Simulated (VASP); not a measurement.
# Sc (R-3m) in VASP: further runs, part 2 of 2

VASP 6.6.1. Earlier steps stand in the parts before.

## (3) Single point, r2SCAN

POSCAR

```
Sc
1.0
    2.0115675134      1.1613790454      3.7302107806
   -2.0115675134      1.1613790454      3.7302107806
    0.0000000000     -2.3227580907      3.7302107806
Sc
2
Direct
    0.2275400000      0.2275400000      0.2275400000
    0.7724600000      0.7724600000      0.7724600000
```

INCAR.step1

```
SYSTEM = Sc
ALGO     = Normal         ! electronic algorithm
EDIFF    = 1E-4           ! SCF threshold, eV
ENCUT    = 520            ! plane-wave cutoff, eV
GGA      = PE             ! functional
ISMEAR   = 0              ! smearing method
LASPH    = .True.         ! aspherical terms in the spheres
LCHARG   = .False.        ! write CHGCAR
LREAL    = .False.        ! projectors in reciprocal space
LWAVE    = .True.         ! write WAVECAR
NBANDS   = 18             ! bands
NELM     = 100            ! most SCF steps
PREC     = Accurate       ! precision mode
SIGMA    = 0.1            ! smearing width, eV
```

INCAR.step2

```
SYSTEM = Sc
ALGO     = Normal         ! electronic algorithm
EDIFF    = 1E-7           ! SCF threshold, eV
ENCUT    = 520            ! plane-wave cutoff, eV
ISIF     = 2              ! what is computed and relaxed
ISMEAR   = 0              ! smearing method
ISTART   = 1            
LASPH    = .True.         ! aspherical terms in the spheres
LCHARG   = .False.        ! write CHGCAR
LMIXTAU  = .True.       
LREAL    = .False.        ! projectors in reciprocal space
LWAVE    = .False.        ! write WAVECAR
METAGGA  = R2SCAN         ! meta-GGA
NBANDS   = 18             ! bands
NELM     = 100            ! most SCF steps
PREC     = Accurate       ! precision mode
SIGMA    = 0.1            ! smearing width, eV
```

KPOINTS

```
k-points
0
Gamma
  6 6 6
  0 0 0
```

Potentials or basis: VASP PAW PBE potentials, release 64 (Sc_sv).

Launch:

```console
$ cat potpaw_PBE.64/Sc_sv/POTCAR > POTCAR
$ cp INCAR.step1 INCAR
$ mpirun -np 1 vasp_std > vasp.out
$ cp INCAR.step2 INCAR
$ mpirun -np 1 vasp_std > vasp.out
```

OUTCAR:

```text
SYSTEM = Sc
   EDIFF = 1E-7
   ENCUT = 520
   ISIF = 2
   ISMEAR = 0
   ISTART = 1
   LASPH = .True.
   LREAL = .False.
   METAGGA = R2SCAN
   NELM = 100
   PREC = Accurate

 ion  position               nearest neighbor table
   1  0.228  0.228  0.228-   2 2.69   2 2.69   2 2.69   2 3.32   2 3.32   2 3.32
   2  0.772  0.772  0.772-   1 2.69   1 2.69   1 2.69   1 3.32   1 3.32   1 3.32

  LATTYP: Found a trigonal (rhomboedric) cell.
 ALAT       =     4.3942778264
 COS(alpha) =     0.5808936906

  Lattice vectors:

 A1 = (   2.0115675134,   1.1613790454,   3.7302107806)
 A2 = (  -2.0115675134,   1.1613790454,   3.7302107806)
 A3 = (   0.0000000000,  -2.3227580907,   3.7302107806)

Analysis of symmetry for initial positions (statically):
=====================================================================
 Subroutine PRICEL returns:
 Original cell was already a primitive cell.

 Routine SETGRP: Setting up the symmetry group for a
 trigonal (rhombohedral) supercell.

 Subroutine GETGRP returns: Found 12 space group operations
 (whereof 12 operations were pure point group operations)
 out of a pool of 12 trial point group operations.

The static configuration has the point symmetry D_3d.

Analysis of symmetry for dynamics (positions and initial velocities):
=====================================================================
 Subroutine PRICEL returns:
 Original cell was already a primitive cell.

 Routine SETGRP: Setting up the symmetry group for a
 trigonal (rhombohedral) supercell.

 Subroutine GETGRP returns: Found 12 space group operations
 (whereof 12 operations were pure point group operations)
 out of a pool of 12 trial point group operations.

The dynamic configuration has the point symmetry D_3d.

 Subroutine INISYM returns: Found 12 space group operations
 (whereof 12 operations are pure point group operations),
 and found     1 'primitive' translations

----------------------------------------------------------------------------------------
[... 107 lines left out ...]
   EFERMI =   0.00;   METHOD = LEGACY
   ISMEAR =     0;   SIGMA  =   0.10  broadening in eV -4-tet -1-fermi 0-gaus
   EFERMI_NEDOS =   21; number of points for ismear=-14 and -15
   IALGO  =     38    algorithm
   IMIX   =      4    mixing-type and parameters
     AMIX     =   0.40;   BMIX     =  1.00
     AMIX_MAG =   1.60;   BMIX_MAG =  1.00
  volume/ion in A,a.u.               =      26.14       176.42
  Fermi-wavevector in a.u.,A,eV,Ry     =   1.226737  2.318196 20.475171  1.504883
  Thomas-Fermi vector in A             =   2.361726
   LORBIT       =      0    0 simple, 1 ext, 2 COOP (PROOUT), +10 PAW based schemes
   METAGGA = R2SCAN    functional components
   LHFCALC =     F    Hartree Fock is set to
   AEXX    =    0.0000 exact exchange contribution
   IVDW    =     0    specifies the selected vdW correction
   LEPSILON=     F    determine dielectric tensor
   LRPA    =     F    only Hartree local field effects (RPA)
 non-spin polarized calculation
 Gauss-broadening in eV      SIGMA  =   0.10
  energy-cutoff  :      520.00
  volume of cell :       52.29
 maximum number of plane-waves:      1427
 NGX is ok and might be reduce to    36
   NGX = 17   NGY = 17   NGZ = 17

 number of electron      22.0000000 magnetization

 Free energy of the ion-electron system (eV)
  ---------------------------------------------------
  ext. energy  EPLUGINS =         0.00000000
  ---------------------------------------------------
  free energy    TOTEN  =       -20.46634991 eV

  energy without entropy =      -20.43387176  energy(sigma->0) =      -20.45011084

 E-fermi :   3.5571     XC(G=0): -10.2378

 val. band max:        3.5551906705   @ k =  -0.3333   0.3333   0.3333
 cond. band min:       3.5645215976   @ k =   0.1667   0.0000   0.0000
 fundamental gap:      0.0093309270
 Fermi energy:         3.5570750916

 k-point     1 :       0.0000    0.0000    0.0000
  band No.  band energies     occupation
      1     -48.4976      2.00000
      2     -48.2113      2.00000
      3     -26.3286      2.00000
      4     -26.3286      2.00000
      5     -26.2306      2.00000
      6     -25.8531      2.00000
[... 481 lines left out ...]
      5     -26.3067      2.00000
      6     -25.8197      2.00000
[... 10 lines left out ...]
     17       6.0609      0.00000
     18       6.7695      0.00000

 [... further k-points ...]
[... 5 lines left out ...]
  --------------------------------------------------------------------------------------
  -------------------------------------------------------------------------------------
  Total        0.1028800      0.1028800     -0.9759448     -0.0000000     -0.0000000      0.0000000
  in kB        3.1524521      3.1524521    -29.9049181     -0.0000000     -0.0000000      0.0000000
  external PRESSURE =      -7.8666713 kB  Pullay stress =       0.0000000 kB

 VOLUME and BASIS-vectors are now :
 -----------------------------------------------------------------------------
  energy-cutoff  :      520.00
  volume of cell :       52.29
      direct lattice vectors                 reciprocal lattice vectors
     2.011567513  1.161379045  3.730210781     0.248562376  0.143507555  0.089360455
    -2.011567513  1.161379045  3.730210781    -0.248562376  0.143507555  0.089360455
     0.000000000 -2.322758091  3.730210781     0.000000000 -0.287015109  0.089360455

 POSITION                                       TOTAL-FORCE (eV/Angst)
 -----------------------------------------------------------------------------------
      0.00000      0.00000      2.54632         0.000000      0.000000      2.238364
      0.00000      0.00000      8.64432         0.000000     -0.000000     -2.238364
 -----------------------------------------------------------------------------------
    total drift:                               -0.000000      0.000000     -0.000000

  FREE ENERGIE OF THE ION-ELECTRON SYSTEM (eV)
  ---------------------------------------------------
  free  energy   TOTEN  =       -20.4663499113 eV

  energy  without entropy=      -20.4338717616  energy(sigma->0) =      -20.45011084
```

OSZICAR.step1:

```text
N       E                     dE             d eps       ncg     rms          rms(c)
DAV:   1     0.358748949561E+03    0.35875E+03   -0.10977E+04  1160   0.127E+03
DAV:   2     0.816572646203E+01   -0.35058E+03   -0.34421E+03  1408   0.539E+02
DAV:   3    -0.112996522603E+02   -0.19465E+02   -0.18899E+02  1936   0.150E+02
DAV:   4    -0.116279398332E+02   -0.32829E+00   -0.32489E+00  1790   0.178E+01
DAV:   5    -0.116305868330E+02   -0.26470E-02   -0.26445E-02  1988   0.189E+00    0.727E+00
DAV:   6    -0.104650363183E+02    0.11656E+01   -0.33601E+00  1618   0.180E+01    0.182E+00
DAV:   7    -0.103745849443E+02    0.90451E-01   -0.38029E-01  1720   0.558E+00    0.700E-01
DAV:   8    -0.103648536716E+02    0.97313E-02   -0.38896E-02  1524   0.235E+00    0.271E-01
DAV:   9    -0.103637667203E+02    0.10870E-02   -0.13220E-02  1632   0.114E+00    0.889E-02
DAV:  10    -0.103636627054E+02    0.10401E-03   -0.52247E-04  1562   0.324E-01    0.326E-02
DAV:  11    -0.103636484650E+02    0.14240E-04   -0.85088E-05   778   0.142E-01
   1 F= -.10363648E+02 E0= -.10343577E+02  d E =-.401434E-01
```

Run time: 2.9 min. Hardware: 1 thread of Intel Xeon Platinum 8259CL at 2.50GHz (Skylake/Cascade Lake), shared host; peak memory 0.21 GiB.

What came out:

* Free energy: -20.4663 eV
* Pressure: -0.8 GPa
* Largest force: 2.238 eV/Å
* Band gap on the k mesh: zero (band 11 reaches 4.02 eV, above the bottom of band 12 at 3.08 eV)

Forces on the atoms (eV/Å):
```
Sc   0.000  0.000  2.238
Sc   0.000  0.000 -2.238
```

Levels at points of the mesh, in eV from the Fermi level:
| k point | band 8 | band 9 | band 10 | band 11 | band 12 | band 13 | band 14 | band 15 |
| --- | --- | --- | --- | --- | --- | --- | --- | --- |
| (0.00, 0.00, 0.00) | -29.35 | -5.33 | -0.80 | -0.47 | -0.47 | -0.34 | -0.34 | 2.66 |
| (0.50, 0.00, 0.00) | -29.34 | -2.13 | -2.07 | 0.20 | 0.50 | 0.95 | 0.95 | 1.18 |
| (0.50, 0.50, 0.00) | -29.24 | -1.98 | -1.60 | -0.82 | 0.29 | 0.56 | 2.01 | 2.18 |
| (0.50, 0.50, 0.50) | -29.40 | -2.65 | -2.47 | 0.46 | 0.46 | 0.47 | 0.47 | 1.52 |

Caveat: the PAW data sets were made with another functional, which shifts forces and pressure a little.
